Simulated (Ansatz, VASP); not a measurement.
**Two plane-wave programs on EuO**

File INCAR:

```
SYSTEM = EuO
  PREC = Accurate
  ENCUT = 600
  EDIFF = 1E-6
  ISMEAR = 1
  SIGMA = 0.1
  LREAL = .FALSE.
  LASPH = .TRUE.
  NELM = 200
  ALGO = Normal
  ISIF = 2
  LWAVE = .FALSE.
  LCHARG = .TRUE.
  ISPIN = 2
  MAGMOM = 9.1 0
  LORBIT = 11
  LMAXMIX = 6
  LDAU = .TRUE.
  LDAUTYPE = 2
  LDAUL = 3 -1
  LDAUU = 4 0
  LDAUJ = 0 0
  LDAUPRINT = 1
  GGA = PE
  LELF = .TRUE.
  LVHAR = .TRUE.
  NBANDS = 22
  GGA_COMPAT = .FALSE.
```

Contents of KPOINTS:

```
Automatic mesh
0
G
  6 6 6
  0 0 0
```

File POSCAR:

```
EuO
1.0
    0.0000000000      2.5719500000      2.5719500000
    2.5719500000      0.0000000000      2.5719500000
    2.5719500000      2.5719500000      0.0000000000
Eu O
1 1
Direct
    0.0000000000      0.0000000000      0.0000000000
    0.5000000000      0.5000000000      0.5000000000
```

Input for Ansatz:

```yaml
crystal:
  lattice:
    - [0.0, 2.57195, 2.57195]
    - [2.57195, 0.0, 2.57195]
    - [2.57195, 2.57195, 0.0]
  atoms:
    - { symbol: Eu, position: [0.0, 0.0, 0.0] }
    - { symbol: O, position: [0.5, 0.5, 0.5] }
basis:
  ecutwfc: 510.0
kpoints:
  mp_grid:
    grid: [6, 6, 6]
hamiltonian:
  xc: pbe
  hubbard:
    - { species: Eu, l: f, u_eff: 4.0 }
magnetization:
  spin_polarized: true
  per_species:
    Eu: 9.1
scf:
  occupations:
    method: cold
    width: 0.1
```

Alike in both runs: task single point; functional PBE; k mesh 6 × 6 × 6; collinear spin; Hubbard terms Eu f U = 4.0 eV.

|  | VASP | Ansatz |
| --- | --- | --- |
| version | VASP 6.6.1 | Ansatz 0.2.0 |
| potentials or method | VASP PAW PBE potentials, release 64 (Eu, O), cutoff 600 eV | plane waves, PAW |
| occupations | methfessel-paxton of order 1, width 0.1 eV | cold, width 0.1 eV |
| valence electrons in the cell | 23 | 23 |

Ansatz gave:

- gap on the k mesh at the Fermi level (eV): none
- net moment per atom (μB): 3.50
- size of the moment on the site where the two differ most (μB): 6.73

**Question.** What did VASP give for the same quantities?

**Answer.** gap on the k mesh at the Fermi level (eV): none; net moment per atom (μB): 3.50; size of the moment on the site where the two differ most (μB): 6.69.

Site moments also hang on the region over which each program counts them. The programs project onto different local orbitals, so the same U acts differently, and such runs can settle in different states. A gap of «none» marks a metal or a gap that the smearing closes. Ansatz's warnings: filled band counts differ across k points, given moment on shells, stability check not made.

Spin-orbit coupling is off throughout.
